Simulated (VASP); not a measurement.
# Al3GaAs4 (P-43m) in VASP: single point with PBE

Aim: the single point of Al3GaAs4 with PBE.

All numbers are computed with VASP 6.6.1; they aren't measurements. Logs are shortened: lines on timing, memory, paths and dates and some standing lists are left out, and cuts for length are marked.

**1. The cell of the first run**

Symmetry: P-43m, No. 215, cubic system. The conventional cell has a = 5.676 Å, b = 5.676 Å, c = 5.676 Å, α = 90.00°, β = 90.00°, γ = 90.00°. Within 3.2 Å of Al (site symmetry -42m) lie 4 As at 2.46 Å. Within 3.2 Å of As (site symmetry 3m) lie 3 Al at 2.46 Å and 1 Ga at 2.46 Å. Ga (site symmetry -43m) has 4 As at 2.46 Å within 3.3 Å.

**2. Single point, PBE, non-collinear spin, zero start, spin-orbit coupling**

The input, INCAR:

```
PREC = Accurate
ENCUT = 520
EDIFF = 1E-6
ISMEAR = -1
SIGMA = 0.02
LREAL = False
LASPH = True
NELM = 150
ALGO = Normal
ISIF = 2
LWAVE = False
LCHARG = True
LNONCOLLINEAR = True
MAGMOM = 0 0 0 0 0 0 0 0 0 0 0 0 0 0 0 0 0 0 0 0 0 0 0 0
LORBIT = 11
LSORBIT = True
GGA_COMPAT = False
LORBMOM = True
GGA = PE
LVHAR = True
NBANDS = 60
```

The input, KPOINTS:

```
Automatic mesh
0
Gamma
  4 4 4
```

The input, POSCAR:

```
Al3GaAs4
1.0
    5.6759483793      0.0000000000      0.0000000000
    0.0000000000      5.6759483793      0.0000000000
    0.0000000000      0.0000000000      5.6759483793
Al As Ga
3 4 1
Direct
    0.5000000000      0.0000000000      0.0000000000
    0.0000000000      0.5000000000      0.0000000000
    0.0000000000      0.0000000000      0.5000000000
    0.7504170745      0.2495829255      0.2495829255
    0.2495829255      0.7504170745      0.2495829255
    0.2495829255      0.2495829255      0.7504170745
    0.7504170745      0.7504170745      0.7504170745
    0.5000000000      0.5000000000      0.5000000000
```

Potentials or basis: VASP PAW PBE potentials, release 64 (Al, As, Ga_d).

Launch:

```console
> cat potpaw_PBE.64/Al/POTCAR potpaw_PBE.64/As/POTCAR potpaw_PBE.64/Ga_d/POTCAR > POTCAR
> mpirun -np 1 vasp_ncl > vasp.out
```

OUTCAR:

```text
PREC = Accurate
   ENCUT = 520
   EDIFF = 1E-6
   ISMEAR = -1
   LREAL = False
   LASPH = True
   NELM = 150
   ISIF = 2
   LNONCOLLINEAR = True
   LORBIT = 11
   LSORBIT = True
   GGA = PE

 ion  position               nearest neighbor table
   1  0.500  0.000  0.000-   4 2.46   5 2.46   6 2.46   7 2.46
   2  0.000  0.500  0.000-   4 2.46   5 2.46   6 2.46   7 2.46
   3  0.000  0.000  0.500-   4 2.46   5 2.46   6 2.46   7 2.46
   4  0.750  0.250  0.250-   1 2.46   2 2.46   3 2.46   8 2.46
   5  0.250  0.750  0.250-   1 2.46   2 2.46   3 2.46   8 2.46
   6  0.250  0.250  0.750-   1 2.46   2 2.46   3 2.46   8 2.46
   7  0.750  0.750  0.750-   1 2.46   2 2.46   3 2.46   8 2.46
   8  0.500  0.500  0.500-   4 2.46   5 2.46   6 2.46   7 2.46

  LATTYP: Found a simple cubic cell.
 ALAT       =     5.6759483793

  Lattice vectors:

 A1 = (   5.6759483793,   0.0000000000,   0.0000000000)
 A2 = (   0.0000000000,   5.6759483793,   0.0000000000)
 A3 = (   0.0000000000,   0.0000000000,   5.6759483793)

Analysis of symmetry for initial positions (statically):
=====================================================================
 Subroutine PRICEL returns:
 Original cell was already a primitive cell.

 Routine SETGRP: Setting up the symmetry group for a
 simple cubic supercell.

 Subroutine GETGRP returns: Found 24 space group operations
 (whereof 24 operations were pure point group operations)
 out of a pool of 48 trial point group operations.

The static configuration has the point symmetry T_d .

Analysis of symmetry for dynamics (positions and initial velocities):
=====================================================================
 Subroutine PRICEL returns:
 Original cell was already a primitive cell.

 Routine SETGRP: Setting up the symmetry group for a
 simple cubic supercell.

 Subroutine GETGRP returns: Found 24 space group operations
 (whereof 24 operations were pure point group operations)
 out of a pool of 48 trial point group operations.

The dynamic configuration has the point symmetry T_d .

Analysis of structural, dynamic, and magnetic symmetry:
=====================================================================
 Subroutine PRICEL returns:
 Original cell was already a primitive cell.

 Routine SETGRP: Setting up the symmetry group for a
 simple cubic supercell.

 Subroutine GETGRP returns: Found 24 space group operations
 (whereof 24 operations were pure point group operations)
 out of a pool of 48 trial point group operations.

The overall configuration has the point symmetry T_d .

 Subroutine INISYM returns: Found 24 space group operations
 (whereof 24 operations are pure point group operations),
 and found     1 'primitive' translations

----------------------------------------------------------------------------------------

                                     Primitive cell

  volume of cell :     182.8586

  direct lattice vectors                    reciprocal lattice vectors
     5.675948379  0.000000000  0.000000000     0.176182011  0.000000000  0.000000000
     0.000000000  5.675948379  0.000000000     0.000000000  0.176182011  0.000000000
     0.000000000  0.000000000  5.675948379     0.000000000  0.000000000  0.176182011

  length of vectors
     5.675948379  5.675948379  5.675948379     0.176182011  0.176182011  0.176182011

  position of ions in fractional coordinates (direct lattice)
     0.500000000  0.000000000  0.000000000
     0.000000000  0.500000000  0.000000000
     0.000000000  0.000000000  0.500000000
     0.750417074  0.249582926  0.249582926
     0.249582926  0.750417074  0.249582926
     0.249582926  0.249582926  0.750417074
     0.750417074  0.750417074  0.750417074
     0.500000000  0.500000000  0.500000000

  ion indices of the primitive-cell ions
   primitive index   ion index
                 1           1
[... 754 lines left out ...]
  --------------------------------------------------------------------------------------
  -------------------------------------------------------------------------------------
  Total        2.5973353      2.5973353      2.5973353      0.0000000     -0.0000000      0.0000000
  in kB       22.7574335     22.7574335     22.7574335      0.0000000     -0.0000000      0.0000000
  external PRESSURE =      22.7574335 kB  Pullay stress =       0.0000000 kB

 VOLUME and BASIS-vectors are now :
 -----------------------------------------------------------------------------
  energy-cutoff  :      520.00
  volume of cell :      182.86
      direct lattice vectors                 reciprocal lattice vectors
     5.675948379  0.000000000  0.000000000     0.176182011  0.000000000  0.000000000
     0.000000000  5.675948379  0.000000000     0.000000000  0.176182011  0.000000000
     0.000000000  0.000000000  5.675948379     0.000000000  0.000000000  0.176182011

 POSITION                                       TOTAL-FORCE (eV/Angst)
 -----------------------------------------------------------------------------------
      2.83797      0.00000      0.00000         0.000000      0.000000     -0.000000
      0.00000      2.83797      0.00000         0.000000     -0.000000     -0.000000
      0.00000      0.00000      2.83797         0.000000      0.000000     -0.000000
      4.25933      1.41662      1.41662         0.029239     -0.029239     -0.029239
      1.41662      4.25933      1.41662        -0.029239      0.029239     -0.029239
      1.41662      1.41662      4.25933        -0.029239     -0.029239      0.029239
      4.25933      4.25933      4.25933         0.029239      0.029239      0.029239
      2.83797      2.83797      2.83797         0.000000      0.000000      0.000000
 -----------------------------------------------------------------------------------
    total drift:                                0.000000      0.000000      0.000000

  FREE ENERGIE OF THE ION-ELECTRON SYSTEM (eV)
  ---------------------------------------------------
  free  energy   TOTEN  =       -36.4227291740 eV

  energy  without entropy=      -36.4227291740  energy(sigma->0) =      -36.42272917

 orbital moment (x)

 # of ion     p       d       tot
 ----------------------------------------
  1        -0.000   0.000  -0.000
  2         0.000   0.000   0.000
  3         0.000   0.000   0.000
  4        -0.000  -0.000  -0.000
  5        -0.000   0.000  -0.000
  6         0.000   0.000   0.000
  7         0.000  -0.000  -0.000
  8         0.000   0.000   0.000
 ----------------------------------------
            0.000   0.000   0.000

 orbital moment (y)

 # of ion     p       d       tot
 ----------------------------------------
  1        -0.000   0.000  -0.000
  2         0.000   0.000   0.000
  3         0.000   0.000   0.000
  4        -0.000  -0.000  -0.000
  5        -0.000   0.000  -0.000
  6        -0.000  -0.000  -0.000
  7        -0.000   0.000  -0.000
  8         0.000  -0.000  -0.000
 ----------------------------------------
           -0.000  -0.000  -0.000

 orbital moment (z)

 # of ion     p       d       tot
 ----------------------------------------
  1        -0.000   0.000  -0.000
  2         0.000   0.000   0.000
  3         0.000   0.000   0.000
  4         0.000  -0.000  -0.000
  5         0.000   0.000   0.000
  6         0.000  -0.000  -0.000
  7         0.000   0.000   0.000
  8         0.000  -0.000  -0.000
 ----------------------------------------
            0.000  -0.000  -0.000

 Spin-Orbit-Coupling matrix elements

 Ion:    1  E_soc:     -0.0001872
 l=   1
     0.0000000    -0.0000314    -0.0000311
    -0.0000314     0.0000000    -0.0000311
    -0.0000311    -0.0000311     0.0000000
 l=   2
     0.0000000     0.0000000     0.0000000     0.0000000     0.0000000
     0.0000000     0.0000000     0.0000000     0.0000000     0.0000000
     0.0000000     0.0000000     0.0000000     0.0000000     0.0000000
     0.0000000     0.0000000     0.0000000     0.0000000     0.0000000
     0.0000000     0.0000000     0.0000000     0.0000000     0.0000000
 l=   3
     0.0000000     0.0000000     0.0000000     0.0000000     0.0000000     0.0000000     0.0000000
     0.0000000     0.0000000     0.0000000     0.0000000     0.0000000     0.0000000     0.0000000
     0.0000000     0.0000000     0.0000000     0.0000000     0.0000000     0.0000000     0.0000000
     0.0000000     0.0000000     0.0000000     0.0000000     0.0000000     0.0000000     0.0000000
[... 129 lines left out ...]
 l=   2
     0.0000000    -0.0001684     0.0000000    -0.0001684    -0.0006622
    -0.0001684     0.0000000    -0.0004966    -0.0001684    -0.0001655
     0.0000000    -0.0004966     0.0000000    -0.0004966     0.0000000
    -0.0001684    -0.0001684    -0.0004966     0.0000000    -0.0001655
    -0.0006622    -0.0001655     0.0000000    -0.0001655     0.0000000
 l=   3
     0.0000000     0.0000000     0.0000000     0.0000000     0.0000000     0.0000000     0.0000000
     0.0000000     0.0000000     0.0000000     0.0000000     0.0000000     0.0000000     0.0000000
     0.0000000     0.0000000     0.0000000     0.0000000     0.0000000     0.0000000     0.0000000
     0.0000000     0.0000000     0.0000000     0.0000000     0.0000000     0.0000000     0.0000000
     0.0000000     0.0000000     0.0000000     0.0000000     0.0000000     0.0000000     0.0000000
     0.0000000     0.0000000     0.0000000     0.0000000     0.0000000     0.0000000     0.0000000
     0.0000000     0.0000000     0.0000000     0.0000000     0.0000000     0.0000000     0.0000000

 total charge

# of ion       s       p       d       tot
------------------------------------------
    1        0.405   0.369   0.000   0.774
    2        0.405   0.369   0.000   0.774
    3        0.405   0.369   0.000   0.774
    4        1.197   1.659   0.026   2.882
    5        1.197   1.659   0.026   2.882
    6        1.197   1.659   0.026   2.882
    7        1.197   1.659   0.026   2.882
    8        0.875   0.777   9.993  11.645
--------------------------------------------------
tot          6.878   8.520  10.096  25.494

 magnetization (x)

# of ion       s       p       d       tot
------------------------------------------
    1       -0.000  -0.000   0.000  -0.000
    2       -0.000  -0.000   0.000  -0.000
    3        0.000   0.000   0.000   0.000
    4        0.000  -0.000   0.000  -0.000
    5       -0.000  -0.000   0.000  -0.000
    6       -0.000  -0.000  -0.000  -0.000
    7        0.000   0.000   0.000   0.000
    8        0.000   0.000   0.000   0.000
--------------------------------------------------
tot         -0.000   0.000   0.000   0.000

 magnetization (y)

# of ion       s       p       d       tot
------------------------------------------
    1        0.000   0.000   0.000   0.000
    2       -0.000   0.000   0.000  -0.000
    3        0.000   0.000   0.000   0.000
    4       -0.000   0.000   0.000   0.000
    5        0.000  -0.000  -0.000  -0.000
    6       -0.000  -0.000  -0.000  -0.000
    7        0.000   0.000   0.000   0.000
    8        0.000   0.000   0.000   0.000
--------------------------------------------------
tot         -0.000   0.000  -0.000   0.000

 magnetization (z)

# of ion       s       p       d       tot
------------------------------------------
    1        0.000  -0.000   0.000   0.000
    2       -0.000   0.000   0.000  -0.000
    3       -0.000   0.000   0.000  -0.000
    4        0.000  -0.000  -0.000  -0.000
    5       -0.000   0.000  -0.000  -0.000
    6        0.000   0.000  -0.000   0.000
    7        0.000  -0.000  -0.000  -0.000
    8       -0.000   0.000  -0.000   0.000
--------------------------------------------------
tot         -0.000   0.000  -0.000  -0.000
```

Wall time 5.2 min (1 thread of Oxide Virtual Turin-like, shared host); peak memory 0.62 GiB.

What came out:

| Quantity | Value |
| --- | --- |
| Free energy | -36.4227 eV |
| Pressure | 2.3 GPa |
| Largest force | 0.051 eV/Å |
| Net moment | 0.00 μB per cell |
| Valence electrons inside the program's atomic spheres | Al 0.77; As 2.88; Ga 11.64 |

Forces on the atoms (eV/Å):
```
Al   0.000  0.000  0.000
Al   0.000  0.000  0.000
Al   0.000  0.000  0.000
As   0.029 -0.029 -0.029
As  -0.029  0.029 -0.029
As  -0.029 -0.029  0.029
As   0.029  0.029  0.029
Ga   0.000  0.000  0.000
```

Moments on the atoms (μB; x, y, z):
```
Al  0.00 0.00 0.00
Al  0.00 0.00 0.00
Al  0.00 0.00 0.00
As  0.00 0.00 0.00
As  0.00 0.00 0.00
As  0.00 0.00 0.00
As  0.00 0.00 0.00
Ga  0.00 0.00 0.00
```
